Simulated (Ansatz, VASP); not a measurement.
## One calculation of ZnSe, two programs

File INCAR:

```
  PREC = Accurate
  ENCUT = 520
  EDIFF = 1E-6
  ISMEAR = -1
  SIGMA = 0.05
  LREAL = F
  LASPH = T
  NELM = 100
  ALGO = Normal
  ISIF = 2
  LWAVE = F
  LCHARG = F
  GGA = PS
  NBANDS = 16
```

KPOINTS

```
Automatic mesh
0
Gamma
  8 8 8
```

POSCAR

```
ZnSe
1.0
    0.0000000000      2.8710911185      2.8710911185
    2.8710911185      0.0000000000      2.8710911185
    2.8710911185      2.8710911185      0.0000000000
Se Zn
1 1
Direct
    0.7500000000      0.7500000000      0.7500000000
    0.0000000000      0.0000000000      0.0000000000
```

File input.yaml:

```yaml
crystal:
  lattice:
    - [0.0, 2.8710911185, 2.8710911185]
    - [2.8710911185, 0.0, 2.8710911185]
    - [2.8710911185, 2.8710911185, 0.0]
  atoms:
    - { symbol: Se, position: [0.75, 0.75, 0.75] }
    - { symbol: Zn, position: [0.0, 0.0, 0.0] }
kpoints:
  mp_grid: { grid: [8, 8, 8] }
scf:
  occupations: { method: fermi_dirac, width: 0.05 }
hamiltonian:
  xc: pbesol
  pseudopotentials: { kind: all_electron, lapw: { basis_error: 0.0005 } }
output:
  forces: true
  stress: true
  eigenvalues: true
```

Change from the starting cell: volume scaled by 1.04.

Alike in both runs: task single point; functional PBEsol; k mesh 8 × 8 × 8; occupations fermi-dirac, width 0.05 eV; no spin polarisation.

```csv
,VASP,Ansatz
version,VASP 6.6.1,Ansatz 0.2.0
potentials or method,"VASP PAW PBE potentials, release 64 (Se, Zn), cutoff 520 eV","all-electron LAPW, scalar-relativistic"
```

```csv
,VASP,Ansatz,Ansatz less VASP
gap on the k mesh at the Fermi level (eV),1.02,1.02,+0.001
least direct gap on the mesh (eV),1.02,1.02,+0.001
pressure (GPa),-3.1,-3.3,-0.19
```

VASP's potentials were made for PBE, not for PBEsol. Ansatz ran all-electron here, and VASP with PAW potentials.
